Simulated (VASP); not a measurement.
# HfO2: single point with PBE+D4

HfO2:

```
Hf O
1.0
     5.18443    0.00000    0.00000
     0.00000    4.97117    0.00000
     0.00000    0.00000    4.99891
Hf O
4 8
Direct
  0.96699 0.73252 0.74144
  0.53301 0.73252 0.24144
  0.46699 0.26748 0.74144
  0.03301 0.26748 0.24144
  0.63213 0.92865 0.87927
  0.86787 0.92865 0.37927
  0.23395 0.53988 0.49229
  0.26605 0.53988 0.99229
  0.76605 0.46012 0.99229
  0.73395 0.46012 0.49229
  0.13213 0.07135 0.87927
  0.36787 0.07135 0.37927
```

| Property | Result |
| --- | --- |
| Program | VASP 6.6.1 |
| Task | single point |
| Functional | PBE |
| Dispersion | D4 |
| Potentials or basis | VASP PAW PBE potentials, release 64 (Hf_pv, O) |
| Cutoff | 520 eV |
| k mesh | 5 × 6 × 5 |
| Occupations | fermi-dirac, width 0.05 eV |
| Spin | no spin polarisation |
| Dipole correction | no |
| Further INCAR settings | ALGO = Normal; EDIFF = 1e-06; NBANDS = 56 |

The pressure is 8.6 GPa. The largest force is 0.134 eV/Å, the band gap on the k mesh is 4.51 eV (least direct gap 4.71 eV) and the dispersion energy per atom is -0.201 eV.

Forces in eV/Å, atoms in the order of the input:
```
Hf   0.045 -0.080  0.077
Hf  -0.045 -0.080  0.077
Hf   0.045  0.080  0.077
Hf  -0.045  0.080  0.077
O   -0.016 -0.056 -0.005
O    0.016 -0.056 -0.005
O    0.061  0.095 -0.071
O   -0.061  0.095 -0.071
O   -0.061 -0.095 -0.071
O    0.061 -0.095 -0.071
O   -0.016  0.056 -0.005
O    0.016  0.056 -0.005
```

Stress tensor (GPa, compression positive):
```
8.56 0.00 0.00
0.00 8.99 0.00
0.00 0.00 8.22
```

Levels at points of the mesh, in eV from the valence-band top:
```tsv
k point	band 40	band 41	band 42	band 43	band 44	band 45	band 46	band 47	band 48	band 49
(0.00, 0.00, 0.00)	-0.98	-0.71	-0.20	-0.08	0.00	5.05	5.30	5.42	5.86	5.97
(0.00, 0.50, 0.00)	-0.85	-0.80	-0.39	-0.20	-0.12	4.59	5.00	5.07	5.73	5.73
```

Run time: 2.5 min on 1 thread of Intel(R) Xeon(R) Platinum 8488C (Sapphire Rapids), with other jobs on the host, peak memory 0.35 GiB.

Caveat: the cell stands under pressure; spin-orbit coupling is left out, which moves the levels of the heavy elements. A k mesh can miss the band edges.
